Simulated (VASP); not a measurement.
Wanted: the native input for a VASP 6.6.1 run.

- Task: single point
- Functional: PBE
- Potentials or basis: VASP PAW PBE potentials, release 64 (Si, Ti_sv)
- Cutoff: 520 eV
- k mesh: 2 × 2 × 2
- Occupations: gaussian, width 0.05 eV
- Spin: no spin polarisation
- Dipole correction: no
- Further INCAR settings: LREAL = Auto; ALGO = Normal; EDIFF = 1e-06; NBANDS = 52

The structure of TiSi16 (a cell with a defect) lies in POSCAR:

```
TiSi16
1.0
    0.0000000000      5.4300000000      5.4300000000
    5.4300000000      0.0000000000      5.4300000000
    5.4300000000      5.4300000000      0.0000000000
Si Ti
16 1
Direct
   -0.0099938306     -0.0004741252     -0.0000161142
    0.0789739411      0.1399269797      0.1408361878
   -0.0105558932     -0.0003652855      0.5110862799
    0.1386789134      0.1078645488      0.6267741252
   -0.0095749540      0.5101239411     -0.0001453039
    0.1395524862      0.6263215470      0.1077974217
    0.0401087477      0.4865319521      0.4868107735
    0.1391949355      0.6265043278      0.6266052486
    0.4521822284      0.0153538674      0.0168151934
    0.6167449355      0.1167563536      0.1175103131
    0.5155919890     -0.0298820442      0.5072435543
    0.6161215470      0.1168766114      0.6500204420
    0.5170094843      0.5064422652     -0.0295673112
    0.6172325046      0.6487888582      0.1173098527
    0.5164071823      0.5069123389      0.5068016575
    0.6747114180      0.6084942910      0.6086543278
    0.4339046961      0.3552153775      0.3558404236
```

One way to write it, as run:

INCAR

```
SYSTEM = TiSi16
  PREC = Accurate
  ENCUT = 520
  EDIFF = 1E-6
  ISMEAR = 0
  SIGMA = 0.05
  LREAL = Auto
  LASPH = .True.
  NELM = 80
  ALGO = Normal
  ISIF = 2
  LWAVE = .False.
  LCHARG = .False.
  GGA = PE
  NBANDS = 52
```

KPOINTS

```
Automatic mesh
0
Gamma
  2 2 2
  0 0 0
```

Potentials or basis: VASP PAW PBE potentials, release 64 (Si, Ti_sv).

Command:

```sh
$ cat potpaw_PBE.64/Si/POTCAR potpaw_PBE.64/Ti_sv/POTCAR > POTCAR
$ mpirun -np 1 vasp_std > vasp.out
```

It gave:

| Quantity | Value |
| --- | --- |
| Pressure | 3.8 GPa |
| Largest force | 1.651 eV/Å |
| Band gap on the k mesh | zero (bands 38 and 39 overlap by 0.33 eV) |

Caveat: the k points lie up to 0.50 Å⁻¹ apart.

It took 4.8 min on 1 thread of Intel(R) Xeon(R) Platinum 8259CL CPU @ 2.50GHz (Skylake/Cascade Lake), on a shared host, peak memory 0.5 GiB.
